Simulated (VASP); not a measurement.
A run of VASP 6.6.1 is set up as follows.

File INCAR:

```
SYSTEM = ReS
ALGO = Normal
EDIFF = 1E-6
ENCUT = 500
GGA = PE
GGA_COMPAT = .False.
ISIF = 2
ISMEAR = 0
ISPIN = 2
LASPH = .True.
LCHARG = .True.
LELF = .True.
LMAXMIX = 4
LORBIT = 11
LREAL = .False.
LVHAR = .True.
LWAVE = .False.
MAGMOM = 3.5 0
NBANDS = 22
NELM = 200
PREC = Accurate
SIGMA = 0.1
```

File KPOINTS:

```
k-points
0
Gamma
  14 14 14
  0 0 0
```

Contents of POSCAR:

```
ReS
1.0
    0.0000000000      2.4685794329      2.4685794329
    2.4685794329      0.0000000000      2.4685794329
    2.4685794329      2.4685794329      0.0000000000
Re S
1 1
Direct
    0.0000000000      0.0000000000      0.0000000000
    0.5000000000      0.5000000000      0.5000000000
```

Potentials or basis: VASP PAW PBE potentials, release 64 (Re_sv_GW, S).

Command:

```console
$ cat potpaw_PBE.64/Re_sv_GW/POTCAR potpaw_PBE.64/S/POTCAR > POTCAR
$ mpirun -np 1 vasp_std > vasp.out
```

Predict the site moments.

Re +0.92; S +0.01 μB.

What does it give for the band gap on the k mesh?

Zero (filled and empty bands overlap).

Caveat: spin-orbit coupling is left out, which moves the levels of the heavy elements.
